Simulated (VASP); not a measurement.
A run of VASP 6.6.1 is set up as follows.

File POSCAR:

```
P
1.0
    0.0000000000      2.7472040206      2.7472040206
    2.7472040206      0.0000000000      2.7472040206
    2.7472040206      2.7472040206      0.0000000000
P
2
Direct
    0.1250000000      0.1250000000      0.1250000000
    0.8750000000      0.8750000000      0.8750000000
```

Contents of INCAR.step1:

```
SYSTEM = P
  PREC = Accurate
  ENCUT = 520
  ISMEAR = -1
  SIGMA = 0.1
  LREAL = .FALSE.
  LASPH = .TRUE.
  NELM = 80
  NBANDS = 12
  GGA = PE
  ALGO = Normal
  EDIFF = 1E-4
  LWAVE = .TRUE.
  LCHARG = .FALSE.
```

The input INCAR.step2:

```
SYSTEM = P
  PREC = Accurate
  ENCUT = 520
  EDIFF = 1E-6
  ISMEAR = -1
  SIGMA = 0.1
  LREAL = .FALSE.
  LASPH = .TRUE.
  NELM = 80
  ALGO = Normal
  ISIF = 2
  LWAVE = .FALSE.
  LCHARG = .FALSE.
  METAGGA = R2SCAN
  LMIXTAU = .TRUE.
  NBANDS = 12
  ISTART = 1
```

KPOINTS

```
regular mesh
0
G
  11 11 11
  0 0 0
```

Potentials or basis: VASP PAW PBE potentials, release 64 (P).

The run is started by

```console
$ cat potpaw_PBE.64/P/POTCAR > POTCAR
$ cp INCAR.step1 INCAR
$ mpirun -np 1 vasp_std > vasp.out
$ cp INCAR.step2 INCAR
$ mpirun -np 1 vasp_std > vasp.out
```

**Question.** Predict the pressure.

**Answer.** -1.7 GPa.

**Question.** Predict the band gap on the k mesh.

**Answer.** Zero (bands 5 and 6 overlap by 1.77 eV).

Caveat: the PAW data sets were made with another functional, which shifts forces and pressure a little.
